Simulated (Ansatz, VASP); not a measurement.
**Ti3Se in VASP and in Ansatz**

```
CELL_PARAMETERS angstrom
3.26016 0.00000 0.00000
-1.63008 2.82338 0.00000
0.00000 0.00000 8.09852
ATOMIC_POSITIONS crystal
Se 0.00000 0.00000 0.00000
Ti 0.66667 0.33333 0.50000
Ti 0.33333 0.66667 0.77290
Ti 0.33333 0.66667 0.22710
```

Alike in both runs: task single point; functional PBEsol; k mesh 10 × 10 × 4; occupations fermi-dirac, width 0.05 eV; no spin polarisation.

|  | VASP | Ansatz |
| --- | --- | --- |
| version | VASP 6.6.1 | Ansatz 0.2.0 |
| potentials or method | VASP PAW PBE potentials, release 64 (Se, Ti_sv) | Ansatz PAW |
| plane-wave cutoff (eV) | 520 | 420 |
| valence electrons in the cell | 42 | 52 |

```tsv
	VASP	Ansatz	Ansatz less VASP
gap on the k mesh at the Fermi level (eV)	none	none	-
pressure (GPa)	-9.7	-9.9	-0.11
traceless stress, the component that is largest in VASP (GPa)	-0.91	-0.91	+0.002
rms of the force components (eV/Å)	0.090	0.098	+0.0076
```

VASP's potentials were made for PBE, not for PBEsol. Atom by atom the forces differ by 0.008 eV/Å (rms over components). A gap of «none» marks a metal or a gap that the smearing closes. The functional is the same, so the differences come from potentials, cutoffs and numerics. VASP's potentials hold 42 valence electrons a cell and Ansatz's 52, so a difference there can come from the potentials and not from the codes.
